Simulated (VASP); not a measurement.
# K (Pm-3m) in VASP: single point with PBEsol

Aim: the single point of K with PBEsol.

All numbers are computed with VASP 6.6.1; they aren't measurements. Logs are shortened: lines on timing, memory, paths and dates and some standing lists are left out, and cuts for length are marked.

## 1. The cell of the first run

It takes space group Pm-3m (No. 221, cubic). Conventional cell: a = 3.883 Å, b = 3.883 Å, c = 3.883 Å, α = 90.00°, β = 90.00°, γ = 90.00°. Within 5.1 Å of K (site symmetry m-3m) lie 6 K at 3.88 Å.

This isn't the form of K at room conditions, which is bcc.

## 2. Single point, PBEsol (58.54 Å³/atom)

The input, INCAR:

```
SYSTEM = K
PREC = Accurate ; ENCUT = 500
EDIFF = 1E-6 ; ISMEAR = -1
SIGMA = 0.1 ; LREAL = .FALSE.
LASPH = .TRUE. ; NELM = 120
ALGO = Normal ; ISIF = 2
LWAVE = .FALSE. ; LCHARG = .FALSE.
GGA = PS ; NBANDS = 10
GGA_COMPAT = .FALSE.
```

The input, KPOINTS:

```
Automatic mesh
0
G
  9 9 9
  0 0 0
```

The input, POSCAR:

```
K
1.0
    3.8828950300      0.0000000000      0.0000000000
    0.0000000000      3.8828950300      0.0000000000
    0.0000000000      0.0000000000      3.8828950300
K
1
Direct
    0.0000000000      0.0000000000      0.0000000000
```

Potentials or basis: VASP PAW PBE potentials, release 64 (K_sv).

The run is started by

```sh
$ cat potpaw_PBE.64/K_sv/POTCAR > POTCAR
$ mpirun -np 1 vasp_std > vasp.out
```

OUTCAR:

```text
SYSTEM = K
   PREC = Accurate
   ENCUT = 500
   EDIFF = 1E-6
   ISMEAR = -1
   LREAL = .FALSE.
   LASPH = .TRUE.
   NELM = 120
   ISIF = 2
   GGA = PS

 ion  position               nearest neighbor table
   1  0.000  0.000  0.000-

  LATTYP: Found a simple cubic cell.
 ALAT       =     3.8828950300

  Lattice vectors:

 A1 = (   3.8828950300,   0.0000000000,   0.0000000000)
 A2 = (   0.0000000000,   3.8828950300,   0.0000000000)
 A3 = (   0.0000000000,   0.0000000000,   3.8828950300)

Analysis of symmetry for initial positions (statically):
=====================================================================
 Subroutine PRICEL returns:
 Original cell was already a primitive cell.

 Routine SETGRP: Setting up the symmetry group for a
 simple cubic supercell.

 Subroutine GETGRP returns: Found 48 space group operations
 (whereof 48 operations were pure point group operations)
 out of a pool of 48 trial point group operations.

The static configuration has the point symmetry O_h .

Analysis of symmetry for dynamics (positions and initial velocities):
=====================================================================
 Subroutine PRICEL returns:
 Original cell was already a primitive cell.

 Routine SETGRP: Setting up the symmetry group for a
 simple cubic supercell.

 Subroutine GETGRP returns: Found 48 space group operations
 (whereof 48 operations were pure point group operations)
 out of a pool of 48 trial point group operations.

The dynamic configuration has the point symmetry O_h .

 Subroutine INISYM returns: Found 48 space group operations
 (whereof 48 operations are pure point group operations),
 and found     1 'primitive' translations

----------------------------------------------------------------------------------------

                                     Primitive cell

  volume of cell :      58.5419

  direct lattice vectors                    reciprocal lattice vectors
     3.882895030  0.000000000  0.000000000     0.257539798  0.000000000  0.000000000
     0.000000000  3.882895030  0.000000000     0.000000000  0.257539798  0.000000000
     0.000000000  0.000000000  3.882895030     0.000000000  0.000000000  0.257539798

  length of vectors
     3.882895030  3.882895030  3.882895030     0.257539798  0.257539798  0.257539798

  position of ions in fractional coordinates (direct lattice)
     0.000000000  0.000000000  0.000000000

  ion indices of the primitive-cell ions
   primitive index   ion index
                 1           1

----------------------------------------------------------------------------------------

 KPOINTS: Automatic mesh

Automatic generation of k-mesh.
 Grid dimensions read from file:
 generate k-points for:    9    9    9

 Generating k-lattice:

  Cartesian coordinates                     Fractional coordinates (reciprocal lattice)
     0.028615533  0.000000000  0.000000000     0.111111111  0.000000000  0.000000000
     0.000000000  0.028615533  0.000000000     0.000000000  0.111111111  0.000000000
     0.000000000  0.000000000  0.028615533     0.000000000  0.000000000  0.111111111

  Length of vectors
     0.028615533  0.028615533  0.028615533

  Shift w.r.t. Gamma in fractional coordinates (k-lattice)
     0.000000000  0.000000000  0.000000000

 Subroutine IBZKPT returns following result:
 ===========================================

 Found     35 irreducible k-points:

 Following reciprocal coordinates:
            Coordinates               Weight
  0.000000  0.000000  0.000000      1.000000
  0.111111  0.000000  0.000000      6.000000
  0.222222  0.000000  0.000000      6.000000
  0.333333  0.000000  0.000000      6.000000
  0.444444  0.000000  0.000000      6.000000
  0.111111  0.111111  0.000000     12.000000
[... 16 lines left out ...]
  0.333333  0.333333  0.111111     24.000000
  0.444444  0.333333  0.111111     48.000000
 [... further k-points ...]
   k-points           NKPTS =     35   k-points in BZ     NKDIM =     35   number of bands    NBANDS=     10
   number of dos      NEDOS =    301   number of ions     NIONS =      1
   total plane-waves  NPLWV =  21952
   dimension x,y,z NGX =    28 NGY =   28 NGZ =   28
   dimension x,y,z NGXF=    56 NGYF=   56 NGZF=   56
   ions per type =               1
   NGX,Y,Z   is equivalent  to a cutoff of  11.99, 11.99, 11.99 a.u.
   NGXF,Y,Z  is equivalent  to a cutoff of  23.98, 23.98, 23.98 a.u.
 SYSTEM =  K
   PREC   = accura    normal or accurate (medium, high low for compatibility)
   ISTART =      0    job   : 0-new  1-cont  2-samecut
   ICHARG =      2    charge: 1-file 2-atom 10-const
   ISPIN  =      1    spin polarized calculation?
   LNONCOLLINEAR =      F non collinear calculations
   LSORBIT =      F    spin-orbit coupling
   LASPH  =      T    aspherical Exc in radial PAW
   ENCUT  =  500.0 eV  36.75 Ry    6.06 a.u.   7.08  7.08  7.08*2*pi/ulx,y,z
   NELM   =    120;   NELMIN=  2; NELMDL= -5     # of ELM steps
   EDIFF  = 0.1E-05   stopping-criterion for ELM
   LREAL  =      F    real-space projection
   EDIFFG = 0.1E-04   stopping-criterion for IOM
   NSW    =      0    number of steps for IOM
   IBRION =     -1    ionic relax: 0-MD 1-quasi-New 2-CG
   NFREE  =      0    steps in history (QN), initial steepest desc. (CG)
   ISIF   =      2    stress and relaxation
   ISYM   =      2    0-nonsym 1-usesym 2-fastsym
   POTIM  = 0.5000    time-step for ionic-motion
   TEBEG  =    0.0;   TEEND  =   0.0 temperature during run
   PSTRESS=    0.0 pullay stress
   NELECT =       9.0000    total number of electrons
   NUPDOWN=      -1.0000    fix difference up-down
   EMIN   =  10.00;   EMAX   =-10.00  energy-range for DOS
   EFERMI =   0.00;   METHOD = LEGACY
   ISMEAR =    -1;   SIGMA  =   0.10  broadening in eV -4-tet -1-fermi 0-gaus
   EFERMI_NEDOS =   21; number of points for ismear=-14 and -15
   IALGO  =     38    algorithm
   IMIX   =      4    mixing-type and parameters
     AMIX     =   0.40;   BMIX     =  1.00
     AMIX_MAG =   1.60;   BMIX_MAG =  1.00
  volume/ion in A,a.u.               =      58.54       395.06
  Fermi-wavevector in a.u.,A,eV,Ry     =   0.877001  1.657291 10.464656  0.769131
  Thomas-Fermi vector in A             =   1.996889
   LORBIT       =      0    0 simple, 1 ext, 2 COOP (PROOUT), +10 PAW based schemes
   GGA     = PS    functional components
   LHFCALC =     F    Hartree Fock is set to
   AEXX    =    0.0000 exact exchange contribution
   IVDW    =     0    specifies the selected vdW correction
   LEPSILON=     F    determine dielectric tensor
   LRPA    =     F    only Hartree local field effects (RPA)
 non-spin polarized calculation
  energy-cutoff  :      500.00
  volume of cell :       58.54
 maximum number of plane-waves:      1503
   NGX = 15   NGY = 15   NGZ = 15

 number of electron       8.9999998 magnetization

 Free energy of the ion-electron system (eV)
  ---------------------------------------------------
  ext. energy  EPLUGINS =         0.00000000
  ---------------------------------------------------
  free energy    TOTEN  =        -0.98095031 eV

  energy without entropy =       -0.95523812  energy(sigma->0) =       -0.96809422

 E-fermi :   0.4075     XC(G=0):  -6.2966

 val. band max:        0.3422294353   @ k =   0.3333   0.3333   0.1111
 cond. band min:       0.4767876423   @ k =   0.4444   0.2222   0.0000
 fundamental gap:      0.1345582070
 Fermi energy:         0.4074736041

 k-point     1 :       0.0000    0.0000    0.0000
  band No.  band energies     occupation
      1     -31.7091      2.00000
      2     -15.1567      2.00000
      3     -15.1567      2.00000
      4     -15.1567      2.00000
      5      -2.0794      2.00000
      6       3.2845      0.00000
      7       3.2845      0.00000
      8       7.2911      0.00000
      9       7.2911      0.00000
     10       7.2911      0.00000

 k-point     2 :       0.1111    0.0000    0.0000
  band No.  band energies     occupation
      1     -31.7073      2.00000
      2     -15.1841      2.00000
      3     -15.1543      2.00000
      4     -15.1543      2.00000
      5      -1.9317      2.00000
      6       3.2297      0.00000
      7       3.3526      0.00000
      8       6.8170      0.00000
      9       6.8171      0.00000
     10       7.3195      0.00000

 k-point     3 :       0.2222    0.0000    0.0000
  band No.  band energies     occupation
      1     -31.7025      2.00000
      2     -15.2526      2.00000
      3     -15.1484      2.00000
      4     -15.1484      2.00000
      5      -1.5030      2.00000
      6       2.8827      0.00000
      7       3.5393      0.00000
      8       6.1884      0.00000
      9       6.1884      0.00000
     10       7.1142      0.00000

 k-point     4 :       0.3333    0.0000    0.0000
  band No.  band energies     occupation
      1     -31.6971      2.00000
      2     -15.3290      2.00000
      3     -15.1416      2.00000
      4     -15.1416      2.00000
      5      -0.8306      1.99999
      6       2.0771      0.00000
      7       3.7837      0.00000
      8       5.7189      0.00000
      9       5.7189      0.00000
     10       7.3950      0.00000
[... 222 lines left out ...]
 k-point    22 :       0.4444    0.2222    0.1111
  band No.  band energies     occupation
      1     -31.6854      2.00000
      2     -15.3609      2.00000
      3     -15.2249      2.00000
      4     -15.1545      2.00000
      5       0.5786      0.30601
      6       1.5683      0.00002
      7       4.0338      0.00000
      8       4.4756      0.00000
      9       5.5840      0.00000
     10       6.2933      0.00000

 k-point    23 :       0.3333    0.3333    0.1111
  band No.  band energies     occupation
      1     -31.6836      2.00000
      2     -15.3061      2.00000
      3     -15.3002      2.00000
      4     -15.1522      2.00000
      5       0.3422      1.31512
      6       2.6935      0.00000
      7       3.2017      0.00000
      8       4.6316      0.00000
      9       5.5651      0.00000
     10       6.0152      0.00000

 k-point    24 :       0.4444    0.3333    0.1111
  band No.  band energies     occupation
      1     -31.6801      2.00000
      2     -15.3499      2.00000
      3     -15.2966      2.00000
      4     -15.1477      2.00000
      5       0.9588      0.00803
      6       2.0878      0.00000
      7       3.4961      0.00000
      8       4.2389      0.00000
      9       5.7496      0.00000
     10       5.9819      0.00000

 [... further k-points ...]

------------------------ aborting loop because EDIFF is reached ----------------------------------------

  FORCE on cell =-STRESS in cart. coord.  units (eV):
  Direction    XX          YY          ZZ          XY          YZ          ZX
  --------------------------------------------------------------------------------------
  -------------------------------------------------------------------------------------
  Total        0.4567535      0.4567535      0.4567535     -0.0000000      0.0000000     -0.0000000
  in kB       12.5004475     12.5004475     12.5004475     -0.0000000      0.0000000     -0.0000000
  external PRESSURE =      12.5004475 kB  Pullay stress =       0.0000000 kB

 VOLUME and BASIS-vectors are now :
 -----------------------------------------------------------------------------
  energy-cutoff  :      500.00
  volume of cell :       58.54
      direct lattice vectors                 reciprocal lattice vectors
     3.882895030  0.000000000  0.000000000     0.257539798  0.000000000  0.000000000
     0.000000000  3.882895030  0.000000000     0.000000000  0.257539798  0.000000000
     0.000000000  0.000000000  3.882895030     0.000000000  0.000000000  0.257539798

 POSITION                                       TOTAL-FORCE (eV/Angst)
 -----------------------------------------------------------------------------------
      0.00000      0.00000      0.00000         0.000000      0.000000      0.000000
 -----------------------------------------------------------------------------------
    total drift:                                0.000000     -0.000000     -0.000000

  FREE ENERGIE OF THE ION-ELECTRON SYSTEM (eV)
  ---------------------------------------------------
  free  energy   TOTEN  =        -0.9809503059 eV

  energy  without entropy=       -0.9552381247  energy(sigma->0) =       -0.96809422
```

It took 24 s on 1 thread of AMD EPYC 7R13, shared host; peak memory 0.13 GiB.

Results:

```
Free energy            : -0.9810 eV
Pressure               : 1.3 GPa
Band gap on the k mesh : zero (an odd number of electrons rules out a gap without spin polarisation)
```

Levels at points of the mesh, in eV from the Fermi level:
```tsv
k point	band 1	band 2	band 3	band 4	band 5	band 6	band 7	band 8	band 9	band 10
(0.00, 0.00, 0.00)	-32.12	-15.56	-15.56	-15.56	-2.49	2.88	2.88	6.88	6.88	6.88
```

Caveat: the PAW data sets were made with another functional, which shifts forces and pressure a little.
